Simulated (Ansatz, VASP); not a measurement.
# RbCdGaC6N6: VASP beside Ansatz

The input INCAR:

```
PREC = Accurate
ENCUT = 600
EDIFF = 1E-6
ISMEAR = 0
SIGMA = 0.02
LREAL = Auto
LASPH = T
NELM = 100
ALGO = Normal
ISIF = 3
LWAVE = F
LCHARG = F
GGA = PE
IBRION = 2
NSW = 100
EDIFFG = -0.01
```

The input KPOINTS:

```
Automatic mesh
0
Gamma
  4 4 4
```

POSCAR

```
RbCdGaC6N6
1.0
    0.0000000000      5.6492834315      5.6492834315
    5.6492834315      0.0000000000      5.6492834315
    5.6492834315      5.6492834315      0.0000000000
Rb Cd Ga C N
1 1 1 6 6
Direct
    0.2500000000      0.2500000000      0.2500000000
    0.5000000000      0.5000000000      0.5000000000
    0.0000000000      0.0000000000      0.0000000000
    0.8108008219      0.1891991781      0.1891991781
    0.8108008219      0.1891991781      0.8108008219
    0.8108008219      0.8108008219      0.1891991781
    0.1891991781      0.8108008219      0.8108008219
    0.1891991781      0.8108008219      0.1891991781
    0.1891991781      0.1891991781      0.8108008219
    0.7075955470      0.2924044530      0.2924044530
    0.7075955470      0.2924044530      0.7075955470
    0.7075955470      0.7075955470      0.2924044530
    0.2924044530      0.7075955470      0.7075955470
    0.2924044530      0.7075955470      0.2924044530
    0.2924044530      0.2924044530      0.7075955470
```

Input for Ansatz:

```yaml
crystal:
  lattice:
    - [0.0, 5.6492834315, 5.6492834315]
    - [5.6492834315, 0.0, 5.6492834315]
    - [5.6492834315, 5.6492834315, 0.0]
  atoms:
    - { symbol: Rb, position: [0.25, 0.25, 0.25] }
    - { symbol: Cd, position: [0.5, 0.5, 0.5] }
    - { symbol: Ga, position: [0.0, 0.0, 0.0] }
    - { symbol: C, position: [0.8108008219, 0.1891991781, 0.1891991781] }
    - { symbol: C, position: [0.8108008219, 0.1891991781, 0.8108008219] }
    - { symbol: C, position: [0.8108008219, 0.8108008219, 0.1891991781] }
    - { symbol: C, position: [0.1891991781, 0.8108008219, 0.8108008219] }
    - { symbol: C, position: [0.1891991781, 0.8108008219, 0.1891991781] }
    - { symbol: C, position: [0.1891991781, 0.1891991781, 0.8108008219] }
    - { symbol: "N", position: [0.707595547, 0.292404453, 0.292404453] }
    - { symbol: "N", position: [0.707595547, 0.292404453, 0.707595547] }
    - { symbol: "N", position: [0.707595547, 0.707595547, 0.292404453] }
    - { symbol: "N", position: [0.292404453, 0.707595547, 0.707595547] }
    - { symbol: "N", position: [0.292404453, 0.707595547, 0.292404453] }
    - { symbol: "N", position: [0.292404453, 0.292404453, 0.707595547] }
basis:
  ecutwfc: 420
kpoints:
  mp_grid: { grid: [4, 4, 4] }
hamiltonian:
  xc: pbe
scf:
  occupations: { method: gaussian, width: 0.02 }
output:
  forces: true
  stress: true
  eigenvalues: true
  write_density: true
  write_potential: true
  elf: true
  volumetric_format: npy
relax:
  adjacent_minimum: "off"
  f_tol: 0.01
  max_steps: 80
  cell: { stress_tol: 0.05 }
```

Alike in both runs: task relaxation of cell and atoms; functional PBE; k mesh 4 × 4 × 4; occupations gaussian, width 0.02 eV; no spin polarisation.

|  | VASP | Ansatz |
| --- | --- | --- |
| version | VASP 6.6.1 | Ansatz 0.2.0 |
| potentials or method | VASP PAW PBE potentials, release 64 (Rb_sv, Cd, Ga_d, C, N), cutoff 600 eV | scalar-relativistic, plane waves, PAW |
| valence electrons in the cell | 88 | 96 |

|  | VASP | Ansatz | Ansatz less VASP |
| --- | --- | --- | --- |
| gap on the k mesh at the Fermi level, each at its own relaxed structure (eV) | 4.62 | 4.63 | +0.015 |
| relaxed volume (Å³/atom) | 24.05 | 24.04 | -0.010 |
| relaxed length of the cell vector where the two differ most in proportion (Å) | 7.990 | 7.989 | -0.0011 |

VASP's potentials hold 88 valence electrons a cell and Ansatz's 96, so a difference there can come from the potentials and not from the codes. Ansatz's warnings: xc potential rough in thin density.

Noted on VASP's run: the standard files for N, O and F lose accuracy on very short bonds.
